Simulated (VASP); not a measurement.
# CdS (F-43m) in VASP: notebook, part 2 of 2

VASP 6.6.1. Earlier steps stand in the parts before.

## Step 4: Density of states, PBEsol

This run uses another cell than the first one, of 25.49 Å³/atom, 1.064 times its volume.

File POSCAR:

```
CdS
1.0
    0.0000000000      2.9429534649      2.9429534649
    2.9429534649      0.0000000000      2.9429534649
    2.9429534649      2.9429534649      0.0000000000
Cd S
1 1
Direct
    0.0000000000      0.0000000000      0.0000000000
    0.7500000000      0.7500000000      0.7500000000
```

File INCAR.step1:

```
SYSTEM = CdS
ALGO = Normal ; EDIFF = 1E-6
ENCUT = 520 ; GGA = PS
ISIF = 2 ; ISMEAR = -1
LASPH = .TRUE. ; LCHARG = .TRUE.
LREAL = .FALSE. ; LWAVE = .FALSE.
NBANDS = 16 ; NELM = 80
PREC = Accurate ; SIGMA = 0.02
```

File KPOINTS.step1:

```
k-points
0
G
  7 7 7
  0 0 0
```

File INCAR.step2:

```
SYSTEM = CdS
ALGO = Normal ; EDIFF = 1E-6
ENCUT = 520 ; GGA = PS
ICHARG = 11 ; ISIF = 2
ISMEAR = -5 ; LASPH = .TRUE.
LCHARG = .FALSE. ; LORBIT = 11
LREAL = .FALSE. ; LWAVE = .FALSE.
NEDOS = 2001 ; NELM = 80
PREC = Accurate ; SIGMA = 0.02
```

File KPOINTS.step2:

```
k-points
0
G
  11 11 11
  0 0 0
```

Potentials or basis: VASP PAW PBE potentials, release 64 (Cd, S).

The run is started by

```bash
$ cat potpaw_PBE.64/Cd/POTCAR potpaw_PBE.64/S/POTCAR > POTCAR
$ cp INCAR.step1 INCAR
$ cp KPOINTS.step1 KPOINTS
$ mpirun -np 1 vasp_std > vasp.out
$ cp INCAR.step2 INCAR
$ cp KPOINTS.step2 KPOINTS
$ mpirun -np 1 vasp_std > vasp.out
```

OUTCAR:

```text
SYSTEM = CdS
   EDIFF = 1E-6
   ENCUT = 520
   GGA = PS
   ICHARG = 11
   ISIF = 2
   ISMEAR = -5
   LASPH = .TRUE.
   LORBIT = 11
   LREAL = .FALSE.
   NELM = 80
   PREC = Accurate

 ion  position               nearest neighbor table
   1  0.000  0.000  0.000-   2 2.55   2 2.55   2 2.55   2 2.55
   2  0.750  0.750  0.750-   1 2.55   1 2.55   1 2.55   1 2.55

  LATTYP: Found a face centered cubic cell.
 ALAT       =     5.8859069298

  Lattice vectors:

 A1 = (   0.0000000000,   2.9429534649,   2.9429534649)
 A2 = (   2.9429534649,   0.0000000000,   2.9429534649)
 A3 = (   2.9429534649,   2.9429534649,   0.0000000000)

Analysis of symmetry for initial positions (statically):
=====================================================================
 Subroutine PRICEL returns:
 Original cell was already a primitive cell.

 Routine SETGRP: Setting up the symmetry group for a
 face centered cubic supercell.

 Subroutine GETGRP returns: Found 24 space group operations
 (whereof 24 operations were pure point group operations)
 out of a pool of 48 trial point group operations.

The static configuration has the point symmetry T_d .

Analysis of symmetry for dynamics (positions and initial velocities):
=====================================================================
 Subroutine PRICEL returns:
 Original cell was already a primitive cell.

 Routine SETGRP: Setting up the symmetry group for a
 face centered cubic supercell.

 Subroutine GETGRP returns: Found 24 space group operations
 (whereof 24 operations were pure point group operations)
 out of a pool of 48 trial point group operations.

The dynamic configuration has the point symmetry T_d .

 Subroutine INISYM returns: Found 24 space group operations
 (whereof 24 operations are pure point group operations),
 and found     1 'primitive' translations

----------------------------------------------------------------------------------------

                                     Primitive cell

  volume of cell :      50.9777

  direct lattice vectors                    reciprocal lattice vectors
     0.000000000  2.942953465  2.942953465    -0.169897352  0.169897352  0.169897352
     2.942953465  0.000000000  2.942953465     0.169897352 -0.169897352  0.169897352
     2.942953465  2.942953465  0.000000000     0.169897352  0.169897352 -0.169897352

  length of vectors
     4.161964703  4.161964703  4.161964703     0.294270845  0.294270845  0.294270845

  position of ions in fractional coordinates (direct lattice)
     0.000000000  0.000000000  0.000000000
     0.750000000  0.750000000  0.750000000

  ion indices of the primitive-cell ions
   primitive index   ion index
                 1           1
                 2           2

----------------------------------------------------------------------------------------

 KPOINTS: k-points

Automatic generation of k-mesh.
 Grid dimensions read from file:
 generate k-points for:   11   11   11

 Generating k-lattice:

  Cartesian coordinates                     Fractional coordinates (reciprocal lattice)
    -0.015445214  0.015445214  0.015445214     0.090909091  0.000000000  0.000000000
     0.015445214 -0.015445214  0.015445214     0.000000000  0.090909091  0.000000000
     0.015445214  0.015445214 -0.015445214     0.000000000  0.000000000  0.090909091

  Length of vectors
     0.026751895  0.026751895  0.026751895

[... 45 lines left out ...]
 SYSTEM =  CdS
   PREC   = accura    normal or accurate (medium, high low for compatibility)
   ISTART =      0    job   : 0-new  1-cont  2-samecut
   ICHARG =     11    charge: 1-file 2-atom 10-const
   ISPIN  =      1    spin polarized calculation?
   LNONCOLLINEAR =      F non collinear calculations
   LSORBIT =      F    spin-orbit coupling
   LASPH  =      T    aspherical Exc in radial PAW
   ENCUT  =  520.0 eV  38.22 Ry    6.18 a.u.   7.74  7.74  7.74*2*pi/ulx,y,z
   NELM   =     80;   NELMIN=  2; NELMDL=  0     # of ELM steps
   EDIFF  = 0.1E-05   stopping-criterion for ELM
   LREAL  =      F    real-space projection
   EDIFFG = 0.1E-04   stopping-criterion for IOM
   NSW    =      0    number of steps for IOM
   IBRION =     -1    ionic relax: 0-MD 1-quasi-New 2-CG
   NFREE  =      0    steps in history (QN), initial steepest desc. (CG)
   ISIF   =      2    stress and relaxation
   ISYM   =      2    0-nonsym 1-usesym 2-fastsym
   POTIM  = 0.5000    time-step for ionic-motion
   TEBEG  =    0.0;   TEEND  =   0.0 temperature during run
   PSTRESS=    0.0 pullay stress
   NELECT =      18.0000    total number of electrons
   NUPDOWN=      -1.0000    fix difference up-down
   EMIN   =  10.00;   EMAX   =-10.00  energy-range for DOS
   EFERMI =   0.00;   METHOD = LEGACY
   ISMEAR =    -5;   SIGMA  =   0.02  broadening in eV -4-tet -1-fermi 0-gaus
   EFERMI_NEDOS =   21; number of points for ismear=-14 and -15
   IALGO  =     38    algorithm
   IMIX   =      4    mixing-type and parameters
     AMIX     =   0.40;   BMIX     =  1.00
     AMIX_MAG =   1.60;   BMIX_MAG =  1.00
  volume/ion in A,a.u.               =      25.49       172.01
  Fermi-wavevector in a.u.,A,eV,Ry     =   1.157104  2.186609 18.216690  1.338889
  Thomas-Fermi vector in A             =   2.293718
   LORBIT       =     11    0 simple, 1 ext, 2 COOP (PROOUT), +10 PAW based schemes
   GGA     = PS    functional components
   LHFCALC =     F    Hartree Fock is set to
   AEXX    =    0.0000 exact exchange contribution
   IVDW    =     0    specifies the selected vdW correction
   LEPSILON=     F    determine dielectric tensor
   LRPA    =     F    only Hartree local field effects (RPA)
 non-spin polarized calculation
 Fermi weights with tetrahedron method with Bloechl corrections
  energy-cutoff  :      520.00
  volume of cell :       50.98
 maximum number of plane-waves:      1391

 number of electron      18.0000005 magnetization

 Free energy of the ion-electron system (eV)
  ---------------------------------------------------
  ext. energy  EPLUGINS =         0.00000000
  ---------------------------------------------------
  free energy    TOTEN  =        -6.80885761 eV

  energy without entropy =       -6.80885761  energy(sigma->0) =       -6.80885761

 E-fermi :   0.9877     XC(G=0):  -9.2511

 val. band max:        0.9830450533   @ k =   0.0000   0.0000   0.0000
 cond. band min:       1.9347913275   @ k =   0.0000   0.0000   0.0000
 fundamental gap:      0.9517462742
 Fermi energy:         0.9877450577

 k-point     1 :       0.0000    0.0000    0.0000
  band No.  band energies     occupation
      1     -11.2364      2.00000
      2      -6.6496      2.00000
      3      -6.6496      2.00000
      4      -6.6496      2.00000
      5      -6.1950      2.00000
      6      -6.1950      2.00000
      7       0.9830      2.00000
      8       0.9830      2.00000
      9       0.9830      2.00000
     10       1.9348      0.00000
     11       7.4330      0.00000
     12       7.4330      0.00000
     13       7.4330      0.00000
[... 354 lines left out ...]
  band No.  band energies     occupation
      1     -10.9626      2.00000
      2      -6.5586      2.00000
      3      -6.5403      2.00000
      4      -6.3474      2.00000
      5      -6.2141      2.00000
      6      -6.1485      2.00000
      7      -1.6834      2.00000
      8      -0.2825      2.00000
      9       0.5981      2.00000
     10       4.3422      0.00000
     11       6.9216      0.00000
     12       7.6816      0.00000
     13       8.1299      0.00000

 [... further k-points ...]

------------------------ aborting loop because EDIFF is reached ----------------------------------------

  FORCE on cell =-STRESS in cart. coord.  units (eV):
  Direction    XX          YY          ZZ          XY          YZ          ZX
  --------------------------------------------------------------------------------------
  -------------------------------------------------------------------------------------
  Total       -0.4699246     -0.4699246     -0.4699246      0.0000000      0.0000000      0.0000000
  in kB      -14.7692547    -14.7692547    -14.7692547      0.0000000      0.0000000      0.0000000
  external PRESSURE =     -14.7692547 kB  Pullay stress =       0.0000000 kB

 VOLUME and BASIS-vectors are now :
 -----------------------------------------------------------------------------
  energy-cutoff  :      520.00
  volume of cell :       50.98
      direct lattice vectors                 reciprocal lattice vectors
     0.000000000  2.942953465  2.942953465    -0.169897352  0.169897352  0.169897352
     2.942953465  0.000000000  2.942953465     0.169897352 -0.169897352  0.169897352
     2.942953465  2.942953465  0.000000000     0.169897352  0.169897352 -0.169897352

 POSITION                                       TOTAL-FORCE (eV/Angst)
 -----------------------------------------------------------------------------------
      0.00000      0.00000      0.00000        -0.000000     -0.000000      0.000000
      4.41443      4.41443      4.41443         0.000000      0.000000     -0.000000
 -----------------------------------------------------------------------------------
    total drift:                                0.000000      0.000000      0.000000

  FREE ENERGIE OF THE ION-ELECTRON SYSTEM (eV)
  ---------------------------------------------------
  free  energy   TOTEN  =        -6.8088576076 eV

  energy  without entropy=       -6.8088576076  energy(sigma->0) =       -6.80885761

 total charge

# of ion       s       p       d       tot
------------------------------------------
    1        0.427   0.316   9.559  10.301
    2        1.319   2.362   0.000   3.681
--------------------------------------------------
tot          1.746   2.677   9.559  13.982
```

Wall time 28 s (1 thread of Intel Xeon 6975P-C (Granite Rapids), shared host); peak memory 0.18 GiB.

Results:

* Valence electrons inside the program's atomic spheres: Cd 10.30; S 3.68

Levels at points of the mesh, in eV from the valence-band top:
```csv
k point,band 5,band 6,band 7,band 8,band 9,band 10,band 11,band 12,band 13
"(0.00, 0.00, 0.00)",-7.18,-7.18,0.00,0.00,0.00,0.95,6.45,6.45,6.45
```

Caveat: the PAW data sets were made with another functional, which shifts forces and pressure a little.

## Step 5: Summary

```tsv
task	cell	k mesh for the DOS	occupations for the DOS	gap on the mesh (eV)	pressure (GPa)
electric field gradients	a = 4.077 Å, angles 60.0°, 2 atoms	-	-	1.08	2.5
electric field gradients	a = 4.244 Å, angles 60.0°, 2 atoms	-	-	0.83	-4.2
density of states	a = 4.162 Å, angles 60.0°, 2 atoms	11 × 11 × 11	tetrahedron	-	-
```

Alike in all rows: level PBEsol; potentials or basis VASP PAW PBE potentials, release 64 (Cd, S); no spin polarisation; k mesh 7 × 7 × 7; cutoff (eV) 520; smearing fermi-dirac 0.02 eV.

Caveats: the PAW data sets were made with another functional, which shifts forces and pressure a little.

Total energies depend on the potentials used, so only differences within one code and one set of settings carry meaning.
